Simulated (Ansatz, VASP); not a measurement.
**Two plane-wave programs on Au**

The input POSCAR:

```
Au
1.0
    0.0000000000      2.0856442657      2.0856442657
    2.0856442657      0.0000000000      2.0856442657
    2.0856442657      2.0856442657      0.0000000000
Au
1
Direct
    0.0000000000      0.0000000000      0.0000000000
```

File INCAR.step1:

```
PREC     = Accurate       # precision mode
ENCUT    = 600            # plane-wave cutoff, eV
ISMEAR   = 0              # smearing method
SIGMA    = 0.1            # smearing width, eV
LREAL    = F              # projectors in reciprocal space
LASPH    = T              # aspherical terms in the spheres
NELM     = 60             # most SCF steps
GGA      = PE             # functional
ALGO     = Normal         # electronic algorithm
EDIFF    = 1E-4           # SCF threshold, eV
LWAVE    = T              # write WAVECAR
LCHARG   = F              # write CHGCAR
```

The input INCAR.step2:

```
PREC     = Accurate       # precision mode
ENCUT    = 600            # plane-wave cutoff, eV
EDIFF    = 1E-6           # SCF threshold, eV
ISMEAR   = 0              # smearing method
SIGMA    = 0.1            # smearing width, eV
LREAL    = F              # projectors in reciprocal space
LASPH    = T              # aspherical terms in the spheres
NELM     = 60             # most SCF steps
ALGO     = Normal         # electronic algorithm
ISIF     = 3              # what is computed and relaxed
LWAVE    = F              # write WAVECAR
LCHARG   = F              # write CHGCAR
METAGGA  = R2SCAN         # meta-GGA
LMIXTAU  = T            
IBRION   = 2              # ionic algorithm
NSW      = 100            # ionic steps
EDIFFG   = -0.005         # ionic threshold
ISTART   = 1
```

KPOINTS

```
regular mesh
0
Gamma
  18 18 18
```

Input for Ansatz:

```yaml
crystal:
  lattice:
    - [0.0, 2.0856442657, 2.0856442657]
    - [2.0856442657, 0.0, 2.0856442657]
    - [2.0856442657, 2.0856442657, 0.0]
  atoms:
    - { symbol: Au, position: [0.0, 0.0, 0.0] }
basis:
  ecutwfc: 500
kpoints:
  mp_grid: { grid: [18, 18, 18] }
hamiltonian:
  xc: r2scan
scf:
  occupations: { method: gaussian, width: 0.1 }
output:
  forces: true
  stress: true
  eigenvalues: true
relax:
  adjacent_minimum: "off"
  f_tol: 0.005
  max_steps: 80
  cell: { stress_tol: 0.05 }
```

Alike in both runs: task relaxation of cell and atoms; functional r2SCAN; k mesh 18 × 18 × 18; occupations gaussian, width 0.1 eV; no spin polarisation.

|  | VASP | Ansatz |
| --- | --- | --- |
| version | VASP 6.6.1 | Ansatz 0.2.0 |
| potentials or method | VASP PAW PBE potentials, release 64 (Au), cutoff 600 eV | scalar-relativistic, plane waves, PAW |
| valence electrons in the cell | 11 | 19 |

```csv
,VASP,Ansatz,Ansatz less VASP
"gap on the k mesh at the Fermi level, each at its own relaxed structure (eV)",none,none,-
relaxed volume (Å³/atom),17.58,17.54,-0.041
relaxed cell length with the largest relative difference (Å),2.919,2.916,-0.0023
```

VASP's potentials were made for PBE, not for r2SCAN. A gap of «none» marks a metal or a gap that the smearing closes. VASP's potentials hold 11 valence electrons a cell and Ansatz's 19, so a difference there can come from the potentials and not from the codes.

Spin-orbit coupling is off throughout.
